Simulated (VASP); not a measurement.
Wanted: the native input for a VASP 6.6.1 run.

```yaml
Task: single point
Functional: HSE06
Potentials_or_basis: VASP PAW PBE potentials, release 64 (Si, C)
Cutoff: 520 eV
k_mesh: 6 × 6 × 4
Occupations: gaussian, width 0.01 eV
Spin: no spin polarisation
Dipole_correction: no
Grid_for_exact_exchange_PRECFOCK: Normal
Further_INCAR_settings: ALGO = Normal; EDIFF = 1e-06; NBANDS = 16
Share_of_exact_exchange: 0.25
Screening_parameter: 0.2079 1/Å
```

Crystal: SiC.

```
CELL_PARAMETERS angstrom
3.07536 0.02307 0.00000
-1.51770 2.65180 0.00000
0.00000 0.00000 5.04811
ATOMIC_POSITIONS crystal
Si 0.33314 0.66667 0.99960
Si 0.66686 0.33333 0.49960
C 0.33126 0.66672 0.37540
C 0.66874 0.33328 0.87540
```

This cell differs from its parent crystal: shear xy strain +1.5%.

The input as run:

POSCAR

```
SiC
1.0
    3.0753562433      0.0230651719      0.0000000000
   -1.5177030969      2.6518040464      0.0000000000
    0.0000000000      0.0000000000      5.0481080951
Si C
2 2
Direct
    0.3331406268      0.6666658288     -0.0004042554
    0.6668593732      0.3333341712      0.4995957446
    0.3312628052      0.6667187225      0.3754042554
    0.6687371948      0.3332812775      0.8754042554
```

INCAR.step1

```
ALGO     = Normal         # electronic algorithm
EDIFF    = 1E-5           # SCF threshold, eV
ENCUT    = 520            # plane-wave cutoff, eV
GGA      = PE             # functional
ISIF     = 2              # what is computed and relaxed
ISMEAR   = 0              # smearing method
KPAR     = 4            
LASPH    = T              # aspherical terms in the spheres
LCHARG   = F              # write CHGCAR
LREAL    = F              # projectors in reciprocal space
LWAVE    = T              # write WAVECAR
NBANDS   = 16             # bands
NELM     = 80             # most SCF steps
PREC     = Accurate       # precision mode
SIGMA    = 0.01           # smearing width, eV
```

INCAR.step2

```
ALGO     = Normal         # electronic algorithm
EDIFF    = 1E-6           # SCF threshold, eV
ENCUT    = 520            # plane-wave cutoff, eV
GGA      = PE             # functional
HFSCREEN = 0.2079         # screening, 1/A
ISIF     = 2              # what is computed and relaxed
ISMEAR   = 0              # smearing method
ISTART   = 1            
KPAR     = 4            
LASPH    = T              # aspherical terms in the spheres
LCHARG   = F              # write CHGCAR
LHFCALC  = T              # exact exchange
LREAL    = F              # projectors in reciprocal space
LWAVE    = F              # write WAVECAR
NBANDS   = 16             # bands
NELM     = 80             # most SCF steps
PREC     = Accurate       # precision mode
PRECFOCK = Normal       
SIGMA    = 0.01           # smearing width, eV
```

KPOINTS

```
k-points
0
Gamma
  6 6 4
```

Potentials or basis: VASP PAW PBE potentials, release 64 (Si, C).

Run with:

```sh
$ cat potpaw_PBE.64/Si/POTCAR potpaw_PBE.64/C/POTCAR > POTCAR
$ cp INCAR.step1 INCAR
$ mpirun -np 4 vasp_std > vasp.out
$ cp INCAR.step2 INCAR
$ mpirun -np 4 vasp_std > vasp.out
```

It gave:

The pressure is -1.5 GPa, the largest force is 0.018 eV/Å and the band gap on the k mesh is 3.10 eV (least direct gap 5.00 eV).

Caveat: the cell differs from its parent crystal (shear xy strain +1.5%); the PAW data sets were made with another functional, which shifts forces and pressure a little.

Wall time 36 min on 4 MPI ranks on Intel(R) Xeon(R) Platinum 8259CL CPU @ 2.50GHz (Skylake/Cascade Lake), with other jobs on the host, peak memory 0.28 GiB a rank.
